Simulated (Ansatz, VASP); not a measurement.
Two plane-wave programs on ReP

```
Re P
1.0
     0.00000    2.61652    2.61652
     2.62967   -0.01315    2.62967
     2.62967    2.62967   -0.01315
Re P
1 1
Direct
  0.00000 0.00000 0.00000
  0.25000 0.25000 0.25000
```

Change from the starting cell: strain e4 = -0.01, atoms carried along.

Alike in both runs: task single point; functional PBEsol; k mesh 12 × 12 × 12; occupations gaussian, width 0.05 eV; no spin polarisation.

|  | VASP | Ansatz |
| --- | --- | --- |
| version | VASP 6.6.1 | Ansatz 0.2.0 |
| potentials or method | VASP PAW PBE potentials, release 64 (Re, P), cutoff 520 eV | scalar-relativistic, plane waves, PAW |
| valence electrons in the cell | 12 | 20 |

```tsv
	VASP	Ansatz	Ansatz less VASP
gap on the k mesh at the Fermi level (eV)	none	none	-
pressure (GPa)	1.2	0.0	-1.21
traceless stress, the component that is largest in VASP (GPa)	1.12	1.08	-0.036
rms of the force components (eV/Å)	0.142	0.138	-0.0047
```

VASP's potentials were made for PBE, not for PBEsol. Atom by atom the forces differ by 0.005 eV/Å (rms over components). A gap of «none» marks a metal or a gap that the smearing closes. VASP's potentials hold 12 valence electrons a cell and Ansatz's 20, so a difference there can come from the potentials and not from the codes.

Spin-orbit coupling is off throughout.
